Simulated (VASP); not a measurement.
Write the native input for VASP 6.6.1 that does the following.

| Property | Result |
| --- | --- |
| Task | electric field gradients |
| Functional | LDA |
| Potentials or basis | VASP PAW LDA potentials, release 64 (La, Hg_sv_GW) |
| Cutoff | 410 eV |
| k mesh | 8 × 8 × 9 |
| Occupations | fermi-dirac, width 0.08 eV |
| Spin | no spin polarisation |
| Dipole correction | no |
| Further INCAR settings | ALGO = Normal; EDIFF = 1e-08; NBANDS = 32 |

The structure of LaHg2 lies in POSCAR:

```
LaHg2
1.0
    4.9579982887      0.0000000000      0.0000000000
   -2.4789991444      4.2937524700      0.0000000000
    0.0000000000      0.0000000000      3.6400000000
La Hg
1 2
Direct
    0.0000000000      0.0000000000      0.0000000000
    0.3333333333      0.6666666667      0.5000000000
    0.6666666667      0.3333333333      0.5000000000
```

The input as run:

INCAR

```
PREC = Accurate ; ENCUT = 410
EDIFF = 1E-8 ; ISMEAR = -1
SIGMA = 0.08 ; LREAL = False
LASPH = True ; NELM = 200
ALGO = Normal ; ISIF = 2
LWAVE = False ; LCHARG = False
GGA = CA ; LEFG = True
NBANDS = 32 ; GGA_COMPAT = False
LMAXMIX = 6
```

KPOINTS

```
regular mesh
0
Gamma
  8 8 9
```

Potentials or basis: VASP PAW LDA potentials, release 64 (La, Hg_sv_GW).

Run with:

```sh
$ cat potpaw_LDA.64/La/POTCAR potpaw_LDA.64/Hg_sv_GW/POTCAR > POTCAR
$ mpirun -np 1 vasp_std > vasp.out
```

Results of the run:

```yaml
Pressure: -4.7 GPa
Band_gap_on_the_k_mesh: zero (an odd number of electrons rules out a gap without spin polarisation)
Largest_electric_field_gradient_by_atom: La +73.7; Hg +296.8 V/Å²
```

Caveat: the cell stands under tension; without QUAD_EFG the Cq values of the log hold for a quadrupole moment of 1 mb, not for the nuclei; spin-orbit coupling is left out, which moves the levels of the heavy elements.

It took 58 s on 1 thread of Intel(R) Xeon(R) Platinum 8488C (Sapphire Rapids), on a shared host, peak memory 0.24 GiB.
